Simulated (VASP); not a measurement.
A run of VASP 6.6.1:

INCAR

```
SYSTEM = F
PREC     = Accurate       ! precision mode
ENCUT    = 520            ! plane-wave cutoff, eV
EDIFF    = 1E-6           ! SCF threshold, eV
ISMEAR   = 0              ! smearing method
SIGMA    = 0.05           ! smearing width, eV
LREAL    = .False.        ! projectors in reciprocal space
LASPH    = .True.         ! aspherical terms in the spheres
NELM     = 60             ! most SCF steps
ALGO     = Normal         ! electronic algorithm
ISIF     = 2              ! what is computed and relaxed
LWAVE    = .False.        ! write WAVECAR
LCHARG   = .False.        ! write CHGCAR
GGA      = PS             ! functional
NBANDS   = 22             ! bands
```

The input KPOINTS:

```
regular mesh
0
Gamma
  4 4 2
  0 0 0
```

The input POSCAR:

```
F
1.0
    3.1493047074     -1.8100133505     -0.2429015476
    3.1493047074      1.8100133505     -0.2429015476
   -2.3680365632      0.0000000000      7.2486076782
F
4
Direct
    0.0848459664      0.0848459664      0.0940038325
    0.9151540336      0.9151540336      0.9059961675
    0.5015719855      0.5015719855      0.5937195244
    0.4984280145      0.4984280145      0.4062804756
```

Potentials or basis: VASP PAW PBE potentials, release 64 (F).

The run is started by

```sh
$ cat potpaw_PBE.64/F/POTCAR > POTCAR
$ mpirun -np 1 vasp_std > vasp.out
```

Hardware: 1 thread of Intel(R) Xeon(R) Platinum 8488C (Sapphire Rapids), on a shared host.

Question: How long does it take, and how much memory?

Answer: Run time: 18 s on 1 thread of Intel(R) Xeon(R) Platinum 8488C (Sapphire Rapids), with other jobs on the host, peak memory 0.18 GiB. Counts: scf iterations 12, k points 14.
